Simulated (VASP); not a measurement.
# Al (R-3m) in VASP: single point with PBE

Aim: the single point of Al with PBE.

Program: VASP 6.6.1. These are calculated values, not measurements. Logs are shortened: lines on timing, memory, paths and dates and some standing lists are left out, and cuts for length are marked.

**1. The cell of the first run**

Symmetry: R-3m, No. 166, trigonal system. Conventional cell: a = 2.862 Å, b = 2.862 Å, c = 42.068 Å, α = 90.00°, β = 90.00°, γ = 120.00°. Al (site symmetry 3m) has 10 Al at 2.34 to 2.86 Å within 3.1 Å. Al (site symmetry 3m) has 12 Al at 2.86 Å within 3.8 Å. Al (site symmetry 3m) has 12 Al at 2.86 Å within 3.8 Å.

**2. Single point, PBE (the part above a cut slid along it)**

INCAR

```
ALGO = Fast
EDIFF = 1E-7
ENCUT = 520
GGA = PE
ISIF = 2
ISMEAR = 0
ISYM = 0
LASPH = True
LCHARG = False
LREAL = False
LWAVE = False
NBANDS = 18
NELM = 60
PREC = Accurate
SIGMA = 0.15
```

KPOINTS

```
k-points
0
Gamma
  19 19 4
```

POSCAR

```
Al
1.0
    2.0239800000     -2.0239800000      0.0000000000
    2.0239800000      0.0000000000     -2.0239800000
    9.4452400000      7.4212600000      7.4212600000
Al
6
Direct
    0.6388944444      0.6388944444      0.0833166667
   -0.3055500000     -0.3055500000      0.9166500000
    0.2500055556      0.2500055556      0.2499833333
    0.4722277778      0.4722277778      0.5833166667
   -0.1388833333     -0.1388833333      0.4166500000
    0.0833388889      0.0833388889      0.7499833333
```

Potentials or basis: VASP PAW PBE potentials, release 64 (Al).

Launch:

```
$ cat potpaw_PBE.64/Al/POTCAR > POTCAR
$ mpirun -np 1 vasp_std > vasp.out
```

OUTCAR:

```text
EDIFF = 1E-7
   ENCUT = 520
   GGA = PE
   ISIF = 2
   ISMEAR = 0
   ISYM = 0
   LASPH = True
   LREAL = False
   NELM = 60
   PREC = Accurate

 ion  position               nearest neighbor table
   1  0.639  0.639  0.083-   2 2.34   3 2.86   3 2.86   3 2.86
   2  0.694  0.694  0.917-   1 2.34   6 2.86   6 2.86   6 2.86
   3  0.250  0.250  0.250-   1 2.86   1 2.86   1 2.86   5 2.86   5 2.86   5 2.86
   4  0.472  0.472  0.583-   6 2.86   6 2.86   6 2.86   5 2.86   5 2.86   5 2.86
   5  0.861  0.861  0.417-   3 2.86   3 2.86   3 2.86   4 2.86   4 2.86   4 2.86
   6  0.083  0.083  0.750-   4 2.86   4 2.86   4 2.86   2 2.86   2 2.86   2 2.86

IMPORTANT INFORMATION: All symmetrisations will be switched off!
NOSYMM: (Re-)initialisation of all symmetry stuff for point group C_1.

----------------------------------------------------------------------------------------

                                     Primitive cell

  volume of cell :      99.4947

  direct lattice vectors                    reciprocal lattice vectors
     2.023980000 -2.023980000  0.000000000     0.150967675 -0.343108353  0.150967675
     2.023980000  0.000000000 -2.023980000     0.150967675  0.150967675 -0.343108353
     9.445240000  7.421260000  7.421260000     0.041173002  0.041173002  0.041173002

  length of vectors
     2.862339966  2.862339966 14.119587764     0.404111148  0.404111148  0.071313732

  position of ions in fractional coordinates (direct lattice)
     0.638894444  0.638894444  0.083316667
     0.694450000  0.694450000  0.916650000
     0.250005556  0.250005556  0.249983333
     0.472227778  0.472227778  0.583316667
     0.861116667  0.861116667  0.416650000
     0.083338889  0.083338889  0.749983333

  ion indices of the primitive-cell ions
   primitive index   ion index
                 1           1
                 2           2
                 3           3
                 4           4
                 5           5
                 6           6

----------------------------------------------------------------------------------------

 KPOINTS: k-points

Automatic generation of k-mesh.
 Grid dimensions read from file:
 generate k-points for:   19   19    4

 Generating k-lattice:

  Cartesian coordinates                     Fractional coordinates (reciprocal lattice)
     0.007945667 -0.018058334  0.007945667     0.052631579  0.000000000 -0.000000000
     0.007945667  0.007945667 -0.018058334     0.000000000  0.052631579  0.000000000
     0.010293251  0.010293251  0.010293251     0.000000000  0.000000000  0.250000000

  Length of vectors
     0.021269008  0.021269008  0.017828433

  Shift w.r.t. Gamma in fractional coordinates (k-lattice)
     0.000000000  0.000000000  0.000000000

 -----------------------------------------------------------------------------
|                                                                             |
|           W    W    AA    RRRRR   N    N  II  N    N   GGGG   !!!           |
|           W    W   A  A   R    R  NN   N  II  NN   N  G    G  !!!           |
|           W    W  A    A  R    R  N N  N  II  N N  N  G       !!!           |
|           W WW W  AAAAAA  RRRRR   N  N N  II  N  N N  G  GGG   !            |
|           WW  WW  A    A  R   R   N   NN  II  N   NN  G    G                |
|           W    W  A    A  R    R  N    N  II  N    N   GGGG   !!!           |
|                                                                             |
|     Your reciprocal lattice and k-lattice belong to different lattice       |
|     classes:                                                                |
|                                                                             |
|        The reciprocal lattice is rhombohedral (trigonal),                   |
|        whereas your k-lattice is base-centered monoclinic.                  |
|                                                                             |
|     Results are often still useful ...                                      |
|                                                                             |
 -----------------------------------------------------------------------------

 WARNING: IBZKPT: internal override: KBLOWUP is changed to .FALSE.
      ... skipping the blow-up phase ...

 Subroutine IBZKPT returns following result:
 ===========================================

 Found    723 irreducible k-points:

 Following reciprocal coordinates:
            Coordinates               Weight
  0.000000  0.000000  0.000000      1.000000
  0.052632  0.000000 -0.000000      2.000000
  0.105263  0.000000 -0.000000      2.000000
  0.157895  0.000000 -0.000000      2.000000
  0.210526  0.000000  0.000000      2.000000
  0.263158  0.000000  0.000000      2.000000
[... 16 lines left out ...]
 -0.368421  0.052632 -0.000000      2.000000
 -0.315789  0.052632 -0.000000      2.000000
 [... further k-points ...]
   k-points           NKPTS =    723   k-points in BZ     NKDIM =    723   number of bands    NBANDS=     18
   number of dos      NEDOS =    301   number of ions     NIONS =      6
   total plane-waves  NPLWV =  62208
   dimension x,y,z NGX =    24 NGY =   24 NGZ =  108
   dimension x,y,z NGXF=    48 NGYF=   48 NGZF=  216
   ions per type =               6
   NGX,Y,Z   is equivalent  to a cutoff of  13.94, 13.94, 12.72 a.u.
   NGXF,Y,Z  is equivalent  to a cutoff of  27.88, 27.88, 25.43 a.u.
 SYSTEM =  unknown system
   PREC   = accura    normal or accurate (medium, high low for compatibility)
   ISTART =      0    job   : 0-new  1-cont  2-samecut
   ICHARG =      2    charge: 1-file 2-atom 10-const
   ISPIN  =      1    spin polarized calculation?
   LNONCOLLINEAR =      F non collinear calculations
   LSORBIT =      F    spin-orbit coupling
   LASPH  =      T    aspherical Exc in radial PAW
   ENCUT  =  520.0 eV  38.22 Ry    6.18 a.u.   5.32  5.32 26.25*2*pi/ulx,y,z
   NELM   =     60;   NELMIN=  2; NELMDL= -5     # of ELM steps
   EDIFF  = 0.1E-06   stopping-criterion for ELM
   LREAL  =      F    real-space projection
   EDIFFG = 0.1E-05   stopping-criterion for IOM
   NSW    =      0    number of steps for IOM
   IBRION =     -1    ionic relax: 0-MD 1-quasi-New 2-CG
   NFREE  =      0    steps in history (QN), initial steepest desc. (CG)
   ISIF   =      2    stress and relaxation
   ISYM   =      0    0-nonsym 1-usesym 2-fastsym
   POTIM  = 0.5000    time-step for ionic-motion
   TEBEG  =    0.0;   TEEND  =   0.0 temperature during run
   PSTRESS=    0.0 pullay stress
   NELECT =      18.0000    total number of electrons
   NUPDOWN=      -1.0000    fix difference up-down
   EMIN   =  10.00;   EMAX   =-10.00  energy-range for DOS
   EFERMI =   0.00;   METHOD = LEGACY
   ISMEAR =     0;   SIGMA  =   0.15  broadening in eV -4-tet -1-fermi 0-gaus
   EFERMI_NEDOS =   21; number of points for ismear=-14 and -15
   IALGO  =     68    algorithm
   IMIX   =      4    mixing-type and parameters
     AMIX     =   0.40;   BMIX     =  1.00
     AMIX_MAG =   1.60;   BMIX_MAG =  1.00
  volume/ion in A,a.u.               =      16.58       111.90
  Fermi-wavevector in a.u.,A,eV,Ry     =   0.925903  1.749704 11.664236  0.857297
  Thomas-Fermi vector in A             =   2.051808
   LORBIT       =      0    0 simple, 1 ext, 2 COOP (PROOUT), +10 PAW based schemes
   GGA     = PE    functional components
   LHFCALC =     F    Hartree Fock is set to
   AEXX    =    0.0000 exact exchange contribution
   IVDW    =     0    specifies the selected vdW correction
   LEPSILON=     F    determine dielectric tensor
   LRPA    =     F    only Hartree local field effects (RPA)
 non-spin polarized calculation
 RMM-DIIS sequential band-by-band and
 Gauss-broadening in eV      SIGMA  =   0.15
  energy-cutoff  :      520.00
  volume of cell :       99.49
 maximum number of plane-waves:      2716
 NGX is ok and might be reduce to    24
   NGX = 11   NGY = 11   NGZ = 53

 number of electron      18.0000000 magnetization

 Free energy of the ion-electron system (eV)
  ---------------------------------------------------
  ext. energy  EPLUGINS =         0.00000000
  ---------------------------------------------------
  free energy    TOTEN  =       -21.96559614 eV

  energy without entropy =      -21.93693710  energy(sigma->0) =      -21.95126662

 E-fermi :   7.9097     XC(G=0): -10.1703

 val. band max:        7.9096096530   @ k =   0.1053   0.3684   0.2500
 cond. band min:       7.9101288287   @ k =   0.1053  -0.3684   0.2500
 fundamental gap:      0.0005191757
 Fermi energy:         7.9097384915

 k-point     1 :       0.0000    0.0000    0.0000
  band No.  band energies     occupation
      1      -3.1627      2.00000
      2      -2.4337      2.00000
      3      -2.3828      2.00000
      4      -0.1858      2.00000
      5      -0.1768      2.00000
      6       3.3367      2.00000
[... 10 lines left out ...]
     17      18.9036      0.00000
     18      18.9688      0.00000

 k-point     2 :       0.0526    0.0000   -0.0000
  band No.  band energies     occupation
      1      -3.0958      2.00000
      2      -2.3782      2.00000
      3      -2.3052      2.00000
      4      -0.1676      2.00000
      5      -0.0640      2.00000
      6       3.3769      2.00000
[... 10 lines left out ...]
     17      18.6608      0.00000
     18      19.0735      0.00000

 k-point     3 :       0.1053    0.0000   -0.0000
  band No.  band energies     occupation
      1      -2.8952      2.00000
      2      -2.2003      2.00000
      3      -2.0841      2.00000
      4      -0.0228      2.00000
      5       0.1836      2.00000
      6       3.5135      2.00000
[... 10 lines left out ...]
     17      16.9703      0.00000
     18      17.9307      0.00000

 k-point     4 :       0.1579    0.0000   -0.0000
  band No.  band energies     occupation
      1      -2.5616      2.00000
      2      -1.8926      2.00000
      3      -1.7281      2.00000
      4       0.2526      2.00000
      5       0.5610      2.00000
      6       3.7646      2.00000
[... 10 lines left out ...]
     17      16.1607      0.00000
     18      16.7439      0.00000

 k-point     5 :       0.2105    0.0000    0.0000
  band No.  band energies     occupation
      1      -2.0958      2.00000
      2      -1.4541      2.00000
      3      -1.2402      2.00000
      4       0.6576      2.00000
      5       1.0669      2.00000
      6       4.1365      2.00000
[... 10 lines left out ...]
     17      15.4654      0.00000
     18      15.9806      0.00000

 k-point     6 :       0.2632    0.0000    0.0000
  band No.  band energies     occupation
      1      -1.4992      2.00000
      2      -0.8855      2.00000
      3      -0.6221      2.00000
      4       1.1912      2.00000
      5       1.6990      2.00000
      6       4.6305      2.00000
[... 307 lines left out ...]
 k-point    21 :      -0.4737    0.0526   -0.0000
  band No.  band energies     occupation
      1       2.7677      2.00000
      2       2.8248      2.00000
      3       3.2498      2.00000
      4       3.3145      2.00000
      5       3.6921      2.00000
      6       3.7866      2.00000
[... 10 lines left out ...]
     17      12.9485      0.00000
     18      13.6978      0.00000

 k-point    22 :      -0.4211    0.0526    0.0000
  band No.  band energies     occupation
      1       1.6350      2.00000
      2       2.1848      2.00000
      3       2.5344      2.00000
      4       4.0627      2.00000
      5       4.1381      2.00000
      6       4.5501      2.00000
[... 10 lines left out ...]
     17      12.8692      0.00000
     18      13.6187      0.00000

 k-point    23 :      -0.3684    0.0526   -0.0000
  band No.  band energies     occupation
      1       0.5973      2.00000
      2       1.1767      2.00000
      3       1.4834      2.00000
      4       3.1921      2.00000
      5       3.7673      2.00000
      6       5.4444      2.00000
[... 10 lines left out ...]
     17      12.9170      0.00000
     18      13.0378      0.00000

 k-point    24 :      -0.3158    0.0526   -0.0000
  band No.  band energies     occupation
      1      -0.3174      2.00000
      2       0.2911      2.00000
      3       0.5512      2.00000
      4       2.3487      2.00000
      5       2.8447      2.00000
      6       5.7308      2.00000
[... 10 lines left out ...]
     17      13.1387      0.00000
     18      14.2624      0.00000

 [... further k-points ...]

------------------------ aborting loop because EDIFF is reached ----------------------------------------

  FORCE on cell =-STRESS in cart. coord.  units (eV):
  Direction    XX          YY          ZZ          XY          YZ          ZX
  --------------------------------------------------------------------------------------
  -------------------------------------------------------------------------------------
  Total        1.4782994      1.5002201      1.5002202      1.6143132      1.6017740      1.6143133
  in kB       23.8052692     24.1582603     24.1582621     25.9955182     25.7935986     25.9955205
  external PRESSURE =      24.0405972 kB  Pullay stress =       0.0000000 kB

 VOLUME and BASIS-vectors are now :
 -----------------------------------------------------------------------------
  energy-cutoff  :      520.00
  volume of cell :       99.49
      direct lattice vectors                 reciprocal lattice vectors
     2.023980000 -2.023980000  0.000000000     0.150967675 -0.343108353  0.150967675
     2.023980000  0.000000000 -2.023980000     0.150967675  0.150967675 -0.343108353
     9.445240000  7.421260000  7.421260000     0.041173002  0.041173002  0.041173002

 POSITION                                       TOTAL-FORCE (eV/Angst)
 -----------------------------------------------------------------------------------
      3.37317     -0.67479     -0.67479         1.260808      1.260931      1.260931
     11.46909      5.39715      5.39715        -1.260808     -1.260931     -1.260931
      3.37317      1.34919      1.34919        -0.012522     -0.012162     -0.012162
      7.42113      3.37317      3.37317         0.001495      0.002371      0.002371
      7.42113      1.34919      1.34919        -0.001495     -0.002371     -0.002371
      7.42113      5.39715      5.39715         0.012523      0.012162      0.012162
 -----------------------------------------------------------------------------------
    total drift:                               -0.000000     -0.000000     -0.000000

  FREE ENERGIE OF THE ION-ELECTRON SYSTEM (eV)
  ---------------------------------------------------
  free  energy   TOTEN  =       -21.9655961356 eV

  energy  without entropy=      -21.9369370982  energy(sigma->0) =      -21.95126662
```

Wall time 21 min (1 thread of AMD EPYC 7R13 (Zen 3), shared host); peak memory 0.9 GiB.

Results:

```
Free energy            : -21.9656 eV
Pressure               : 2.4 GPa
Largest force          : 2.184 eV/Å
Band gap on the k mesh : zero (bands 9 and 10 overlap by 5.51 eV)
```

Forces on the atoms (eV/Å):
```
Al   1.261  1.261  1.261
Al  -1.261 -1.261 -1.261
Al  -0.013 -0.012 -0.012
Al   0.001  0.002  0.002
Al  -0.001 -0.002 -0.002
Al   0.013  0.012  0.012
```

Stress tensor (GPa, compression positive):
```
2.38 2.60 2.60
2.60 2.42 2.58
2.60 2.58 2.42
```

Levels at points of the mesh, in eV from the Fermi level:
```csv
k point,band 5,band 6,band 7,band 8,band 9,band 10,band 11,band 12,band 13,band 14
"(0.00, 0.00, 0.00)",-8.09,-4.57,-4.33,0.43,0.55,6.34,6.67,10.76,10.76,10.87
"(0.00, 0.00, 0.50)",-6.45,-6.44,-2.17,-2.10,3.29,3.48,9.37,10.01,10.71,10.71
```

Caveat: the cell differs from its parent crystal (the part above a cut slid along it); forces of over 1 eV/Å act on the atoms, so gaps and moduli don't describe the material at rest.
